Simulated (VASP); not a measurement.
# SnO2 (R-3m) in VASP: a series of runs

SnO2 is run at these levels: PBEsol, PBE; tasks: single point.

Program: VASP 6.6.1. These are calculated values, not measurements. Logs are shortened: lines on timing, memory, paths and dates and some standing lists are left out, and cuts for length are marked.

## Step 1: The cell of the first run

It takes space group R-3m (No. 166, trigonal). Conventional cell: a = 3.211 Å, b = 3.211 Å, c = 13.259 Å, α = 90.00°, β = 90.00°, γ = 120.00°. Sn (site symmetry -3m) has 6 O at 2.10 Å within 2.8 Å. O (site symmetry 3m) has 3 Sn at 2.10 Å and 3 O at 2.71 Å within 2.8 Å.

## Step 2: Single point, PBEsol

Contents of INCAR:

```
SYSTEM = SnO2
  ALGO = Normal
  EDIFF = 1E-7
  ENCUT = 520
  GGA = PS
  ISIF = 2
  ISMEAR = -1
  LASPH = .TRUE.
  LCHARG = .FALSE.
  LREAL = .FALSE.
  LWAVE = .FALSE.
  NBANDS = 20
  NELM = 100
  PREC = Accurate
  SIGMA = 0.05
```

Contents of KPOINTS:

```
k-points
0
G
  8 8 8
  0 0 0
```

Contents of POSCAR:

```
SnO2
1.0
    1.6053912134      0.9268730492      4.4195940093
   -1.6053912134      0.9268730492      4.4195940093
    0.0000000000     -1.8537460984      4.4195940093
Sn O
1 2
Direct
    0.5000000000      0.5000000000      0.5000000000
    0.7586634752      0.7586634752      0.7586634752
    0.2413365248      0.2413365248      0.2413365248
```

Potentials or basis: VASP PAW PBE potentials, release 64 (Sn_d, O).

The run is started by

```sh
> cat potpaw_PBE.64/Sn_d/POTCAR potpaw_PBE.64/O/POTCAR > POTCAR
> mpirun -np 1 vasp_std > vasp.out
```

OUTCAR:

```text
SYSTEM = SnO2
   EDIFF = 1E-7
   ENCUT = 520
   GGA = PS
   ISIF = 2
   ISMEAR = -1
   LASPH = .TRUE.
   LREAL = .FALSE.
   NELM = 100
   PREC = Accurate

 ion  position               nearest neighbor table
   1  0.500  0.500  0.500-   3 2.10   2 2.10   3 2.10   3 2.10   2 2.10   2 2.10
   2  0.759  0.759  0.759-   1 2.10   1 2.10   1 2.10
   3  0.241  0.241  0.241-   1 2.10   1 2.10   1 2.10

  LATTYP: Found a trigonal (rhomboedric) cell.
 ALAT       =     4.7926178446
 COS(alpha) =     0.7755879577

  Lattice vectors:

 A1 = (   1.6053912134,   0.9268730492,   4.4195940093)
 A2 = (  -1.6053912134,   0.9268730492,   4.4195940093)
 A3 = (   0.0000000000,  -1.8537460984,   4.4195940093)

Analysis of symmetry for initial positions (statically):
=====================================================================
 Subroutine PRICEL returns:
 Original cell was already a primitive cell.

 Routine SETGRP: Setting up the symmetry group for a
 trigonal (rhombohedral) supercell.

 Subroutine GETGRP returns: Found 12 space group operations
 (whereof 12 operations were pure point group operations)
 out of a pool of 12 trial point group operations.

The static configuration has the point symmetry D_3d.

Analysis of symmetry for dynamics (positions and initial velocities):
=====================================================================
 Subroutine PRICEL returns:
 Original cell was already a primitive cell.

 Routine SETGRP: Setting up the symmetry group for a
 trigonal (rhombohedral) supercell.

 Subroutine GETGRP returns: Found 12 space group operations
 (whereof 12 operations were pure point group operations)
 out of a pool of 12 trial point group operations.

The dynamic configuration has the point symmetry D_3d.

 Subroutine INISYM returns: Found 12 space group operations
 (whereof 12 operations are pure point group operations),
 and found     1 'primitive' translations

----------------------------------------------------------------------------------------

                                     Primitive cell

  volume of cell :      39.4580

  direct lattice vectors                    reciprocal lattice vectors
     1.605391213  0.926873049  4.419594009     0.311450565  0.179816067  0.075421709
    -1.605391213  0.926873049  4.419594009    -0.311450565  0.179816067  0.075421709
     0.000000000 -1.853746098  4.419594009     0.000000000 -0.359632135  0.075421709

  length of vectors
     4.792617845  4.792617845  4.792617845     0.367455721  0.367455721  0.367455721

  position of ions in fractional coordinates (direct lattice)
     0.500000000  0.500000000  0.500000000
     0.758663475  0.758663475  0.758663475
     0.241336525  0.241336525  0.241336525

  ion indices of the primitive-cell ions
   primitive index   ion index
                 1           1
                 2           2
                 3           3

----------------------------------------------------------------------------------------

 KPOINTS: k-points

Automatic generation of k-mesh.
 Grid dimensions read from file:
 generate k-points for:    8    8    8

 Generating k-lattice:

  Cartesian coordinates                     Fractional coordinates (reciprocal lattice)
     0.038931321  0.022477008  0.009427714     0.125000000 -0.000000000  0.000000000
    -0.038931321  0.022477008  0.009427714    -0.000000000  0.125000000  0.000000000
     0.000000000 -0.044954017  0.009427714     0.000000000  0.000000000  0.125000000

  Length of vectors
     0.045931965  0.045931965  0.045931965

  Shift w.r.t. Gamma in fractional coordinates (k-lattice)
     0.000000000  0.000000000  0.000000000

 Subroutine IBZKPT returns following result:
 ===========================================

 Found     65 irreducible k-points:

 Following reciprocal coordinates:
            Coordinates               Weight
  0.000000  0.000000  0.000000      1.000000
  0.125000  0.000000  0.000000      6.000000
  0.250000  0.000000  0.000000      6.000000
  0.375000  0.000000  0.000000      6.000000
  0.500000  0.000000  0.000000      3.000000
  0.125000  0.125000  0.000000      6.000000
[... 16 lines left out ...]
  0.250000  0.125000  0.125000      6.000000
  0.375000  0.125000  0.125000      6.000000
 [... further k-points ...]
   k-points           NKPTS =     65   k-points in BZ     NKDIM =     65   number of bands    NBANDS=     20
   number of dos      NEDOS =    301   number of ions     NIONS =      3
   total plane-waves  NPLWV =  46656
   dimension x,y,z NGX =    36 NGY =   36 NGZ =   36
   dimension x,y,z NGXF=    72 NGYF=   72 NGZF=   72
   ions per type =               1   2
   NGX,Y,Z   is equivalent  to a cutoff of  12.49, 12.49, 12.49 a.u.
   NGXF,Y,Z  is equivalent  to a cutoff of  24.98, 24.98, 24.98 a.u.
 SYSTEM =  SnO2
   PREC   = accura    normal or accurate (medium, high low for compatibility)
   ISTART =      0    job   : 0-new  1-cont  2-samecut
   ICHARG =      2    charge: 1-file 2-atom 10-const
   ISPIN  =      1    spin polarized calculation?
   LNONCOLLINEAR =      F non collinear calculations
   LSORBIT =      F    spin-orbit coupling
   LASPH  =      T    aspherical Exc in radial PAW
   ENCUT  =  520.0 eV  38.22 Ry    6.18 a.u.   8.91  8.91  8.91*2*pi/ulx,y,z
   NELM   =    100;   NELMIN=  2; NELMDL= -5     # of ELM steps
   EDIFF  = 0.1E-06   stopping-criterion for ELM
   LREAL  =      F    real-space projection
   EDIFFG = 0.1E-05   stopping-criterion for IOM
   NSW    =      0    number of steps for IOM
   IBRION =     -1    ionic relax: 0-MD 1-quasi-New 2-CG
   NFREE  =      0    steps in history (QN), initial steepest desc. (CG)
   ISIF   =      2    stress and relaxation
   ISYM   =      2    0-nonsym 1-usesym 2-fastsym
   POTIM  = 0.5000    time-step for ionic-motion
   TEBEG  =    0.0;   TEEND  =   0.0 temperature during run
   PSTRESS=    0.0 pullay stress
   NELECT =      26.0000    total number of electrons
   NUPDOWN=      -1.0000    fix difference up-down
   EMIN   =  10.00;   EMAX   =-10.00  energy-range for DOS
   EFERMI =   0.00;   METHOD = LEGACY
   ISMEAR =    -1;   SIGMA  =   0.05  broadening in eV -4-tet -1-fermi 0-gaus
   EFERMI_NEDOS =   21; number of points for ismear=-14 and -15
   IALGO  =     38    algorithm
   IMIX   =      4    mixing-type and parameters
     AMIX     =   0.40;   BMIX     =  1.00
     AMIX_MAG =   1.60;   BMIX_MAG =  1.00
  volume/ion in A,a.u.               =      13.15        88.76
  Fermi-wavevector in a.u.,A,eV,Ry     =   1.424583  2.692071 27.612155  2.029436
  Thomas-Fermi vector in A             =   2.545058
   LORBIT       =      0    0 simple, 1 ext, 2 COOP (PROOUT), +10 PAW based schemes
   GGA     = PS    functional components
   LHFCALC =     F    Hartree Fock is set to
   AEXX    =    0.0000 exact exchange contribution
   IVDW    =     0    specifies the selected vdW correction
   LEPSILON=     F    determine dielectric tensor
   LRPA    =     F    only Hartree local field effects (RPA)
 non-spin polarized calculation
  energy-cutoff  :      520.00
  volume of cell :       39.46
 maximum number of plane-waves:      1075
   NGX = 17   NGY = 17   NGZ = 17

 number of electron      25.9999991 magnetization

 Free energy of the ion-electron system (eV)
  ---------------------------------------------------
  ext. energy  EPLUGINS =         0.00000000
  ---------------------------------------------------
  free energy    TOTEN  =       -19.32421265 eV

  energy without entropy =      -19.32421265  energy(sigma->0) =      -19.32421265

 E-fermi :   5.4159     XC(G=0): -10.8613

 val. band max:        4.4154720180   @ k =   0.5000   0.5000   0.0000
 cond. band min:       6.2094382356   @ k =   0.0000   0.0000   0.0000
 fundamental gap:      1.7939662177
 Fermi energy:         5.4158737728

 k-point     1 :       0.0000    0.0000    0.0000
  band No.  band energies     occupation
      1     -15.6398      2.00000
      2     -15.3523      2.00000
      3     -15.3523      2.00000
      4     -15.1367      2.00000
      5     -15.1367      2.00000
      6     -13.7810      2.00000
[... 12 lines left out ...]
     19      21.4144      0.00000
     20      21.4144      0.00000

 k-point     2 :       0.1250    0.0000    0.0000
  band No.  band energies     occupation
      1     -15.5832      2.00000
      2     -15.4708      2.00000
      3     -15.3184      2.00000
      4     -15.1668      2.00000
      5     -15.1364      2.00000
      6     -13.6736      2.00000
[... 12 lines left out ...]
     19      19.3136      0.00000
     20      21.4786      0.00000

 k-point     3 :       0.2500    0.0000    0.0000
  band No.  band energies     occupation
      1     -15.8473      2.00000
      2     -15.3605      2.00000
      3     -15.2603      2.00000
      4     -15.1989      2.00000
      5     -15.1099      2.00000
      6     -13.3206      2.00000
[... 12 lines left out ...]
     19      18.0332      0.00000
     20      21.6543      0.00000

 k-point     4 :       0.3750    0.0000    0.0000
  band No.  band energies     occupation
      1     -16.1271      2.00000
      2     -15.2967      2.00000
      3     -15.2469      2.00000
      4     -15.1461      2.00000
      5     -15.0358      2.00000
      6     -12.7999      2.00000
[... 12 lines left out ...]
     19      17.8397      0.00000
     20      19.5789      0.00000

 k-point     5 :       0.5000    0.0000    0.0000
  band No.  band energies     occupation
      1     -16.2328      2.00000
      2     -15.3025      2.00000
      3     -15.2489      2.00000
      4     -15.0999      2.00000
      5     -14.9966      2.00000
      6     -12.5083      2.00000
[... 12 lines left out ...]
     19      17.9475      0.00000
     20      18.6551      0.00000

 k-point     6 :       0.1250    0.1250    0.0000
  band No.  band energies     occupation
      1     -15.5826      2.00000
      2     -15.4709      2.00000
      3     -15.3183      2.00000
      4     -15.1670      2.00000
      5     -15.1362      2.00000
      6     -13.6672      2.00000
[... 12 lines left out ...]
     19      19.1682      0.00000
     20      21.5474      0.00000

 k-point     7 :       0.2500    0.1250    0.0000
  band No.  band energies     occupation
      1     -15.6987      2.00000
      2     -15.4958      2.00000
      3     -15.2508      2.00000
      4     -15.1949      2.00000
      5     -15.1227      2.00000
      6     -13.4093      2.00000
[... 12 lines left out ...]
     19      18.1150      0.00000
     20      20.9090      0.00000
[... 277 lines left out ...]
 k-point    20 :      -0.3750    0.3750    0.0000
  band No.  band energies     occupation
      1     -15.9836      2.00000
      2     -15.6629      2.00000
      3     -15.2121      2.00000
      4     -15.1220      2.00000
      5     -15.1205      2.00000
      6     -11.7053      2.00000
[... 12 lines left out ...]
     19      18.5141      0.00000
     20      21.2555      0.00000

 k-point    21 :       0.5000    0.5000    0.0000
  band No.  band energies     occupation
      1     -16.2279      2.00000
      2     -15.3012      2.00000
      3     -15.2465      2.00000
      4     -15.0981      2.00000
      5     -14.9966      2.00000
      6     -12.5706      2.00000
[... 12 lines left out ...]
     19      17.2229      0.00000
     20      22.7078      0.00000

 k-point    22 :       0.1250    0.1250    0.1250
  band No.  band energies     occupation
      1     -15.6399      2.00000
      2     -15.3522      2.00000
      3     -15.3522      2.00000
      4     -15.1366      2.00000
      5     -15.1366      2.00000
      6     -13.7520      2.00000
[... 12 lines left out ...]
     19      21.4665      0.00000
     20      21.4665      0.00000

 k-point    23 :       0.2500    0.1250    0.1250
  band No.  band energies     occupation
      1     -15.5844      2.00000
      2     -15.4721      2.00000
      3     -15.3182      2.00000
      4     -15.1669      2.00000
      5     -15.1365      2.00000
      6     -13.6243      2.00000
[... 12 lines left out ...]
     19      19.2585      0.00000
     20      21.5453      0.00000

 k-point    24 :       0.3750    0.1250    0.1250
  band No.  band energies     occupation
      1     -15.8513      2.00000
      2     -15.3632      2.00000
      3     -15.2600      2.00000
      4     -15.1992      2.00000
      5     -15.1101      2.00000
      6     -13.2552      2.00000
[... 12 lines left out ...]
     19      17.8996      0.00000
     20      20.9299      0.00000

 [... further k-points ...]

------------------------ aborting loop because EDIFF is reached ----------------------------------------

  FORCE on cell =-STRESS in cart. coord.  units (eV):
  Direction    XX          YY          ZZ          XY          YZ          ZX
  --------------------------------------------------------------------------------------
  -------------------------------------------------------------------------------------
  Total        0.2256147      0.2256147      0.0413475      0.0000000     -0.0000000     -0.0000000
  in kB        9.1610076      9.1610076      1.6789000      0.0000000     -0.0000000     -0.0000000
  external PRESSURE =       6.6669717 kB  Pullay stress =       0.0000000 kB

 VOLUME and BASIS-vectors are now :
 -----------------------------------------------------------------------------
  energy-cutoff  :      520.00
  volume of cell :       39.46
      direct lattice vectors                 reciprocal lattice vectors
     1.605391213  0.926873049  4.419594009     0.311450565  0.179816067  0.075421709
    -1.605391213  0.926873049  4.419594009    -0.311450565  0.179816067  0.075421709
     0.000000000 -1.853746098  4.419594009     0.000000000 -0.359632135  0.075421709

 POSITION                                       TOTAL-FORCE (eV/Angst)
 -----------------------------------------------------------------------------------
      0.00000      0.00000      6.62939         0.000000      0.000000     -0.000000
      0.00000      0.00000     10.05895         0.000000     -0.000000     -0.053926
      0.00000      0.00000      3.19983         0.000000     -0.000000      0.053926
 -----------------------------------------------------------------------------------
    total drift:                               -0.000000     -0.000000     -0.000000

  FREE ENERGIE OF THE ION-ELECTRON SYSTEM (eV)
  ---------------------------------------------------
  free  energy   TOTEN  =       -19.3242126530 eV

  energy  without entropy=      -19.3242126521  energy(sigma->0) =      -19.32421265
```

It took 82 s on 1 thread of Intel Xeon 6975P-C (Granite Rapids), shared host; peak memory 0.22 GiB.

What came out:

- Free energy: -19.3242 eV
- Pressure: 0.7 GPa
- Largest force: 0.054 eV/Å
- Band gap on the k mesh: 1.79 eV (least direct gap 1.82 eV)

Forces in eV/Å, atoms in the order of the input:
```
Sn   0.000  0.000  0.000
O    0.000  0.000 -0.054
O    0.000  0.000  0.054
```

Stress tensor (GPa, compression positive):
```
0.92 0.00 0.00
0.00 0.92 0.00
0.00 0.00 0.17
```

Caveat: the PAW data sets were made with another functional, which shifts forces and pressure a little; spin-orbit coupling is left out, which moves the levels of the heavy elements.

## Step 3: Single point, PBE

This run uses another cell than the first one, of 14.81 Å³/atom.

Contents of INCAR:

```
  PREC = Accurate
  ENCUT = 520
  EDIFF = 1E-6
  ISMEAR = -1
  SIGMA = 0.05
  LREAL = False
  LASPH = True
  NELM = 60
  ALGO = Normal
  ISIF = 2
  LWAVE = False
  LCHARG = False
  GGA = PE
  NBANDS = 20
```

Contents of KPOINTS:

```
regular mesh
0
Gamma
  8 8 8
```

Contents of POSCAR:

```
SnO2
1.0
    1.6169083550      0.9335224740      4.9069902741
   -1.6169083550      0.9335224740      4.9069902741
    0.0000000000     -1.8670449480      4.9069902741
Sn O
1 2
Direct
    0.5000000000      0.5000000000      0.5000000000
    0.7649587184      0.7649587184      0.7649587184
    0.2350412816      0.2350412816      0.2350412816
```

Potentials or basis: VASP PAW PBE potentials, release 64 (Sn_d, O).

The run is started by

```sh
> cat potpaw_PBE.64/Sn_d/POTCAR potpaw_PBE.64/O/POTCAR > POTCAR
> mpirun -np 1 vasp_std > vasp.out
```

Wall time 2.2 min (1 thread of Intel Xeon 6975P-C (Granite Rapids), shared host); peak memory 0.25 GiB.

The run converged. Its results:

| Item | Value |
| --- | --- |
| Free energy | -18.2008 eV |
| Pressure | 0.6 GPa |
| Largest force | 0.053 eV/Å |
| Band gap on the k mesh | 2.00 eV (least direct gap 2.17 eV) |

Forces on the atoms (eV/Å):
```
Sn   0.000  0.000  0.000
O    0.000  0.000 -0.053
O    0.000  0.000  0.053
```

Stress tensor (GPa, compression positive):
```
0.74 0.00 0.00
0.00 0.74 0.00
0.00 0.00 0.21
```

Levels at points of the mesh, in eV from the valence-band top:
```
           k point  band 10  band 11  band 12  band 13  band 14  band 15  band 16  band 17
(0.00, 0.00, 0.00)    -1.26    -0.87    -0.87    -0.17     2.00     5.77    11.08    11.08
(0.50, 0.00, 0.00)    -2.95    -1.38    -0.54    -0.48     5.36     7.73    10.06    12.35
(0.50, 0.50, 0.00)    -3.02    -1.12    -0.44    -0.03     5.14     6.98    10.72    11.29
(0.50, 0.50, 0.50)    -1.31    -1.16    -0.84    -0.84     3.12     5.66    11.22    11.22
```

Caveat: spin-orbit coupling is left out, which moves the levels of the heavy elements. A k mesh can miss the band edges.

(Continued in part 2 of 2.)
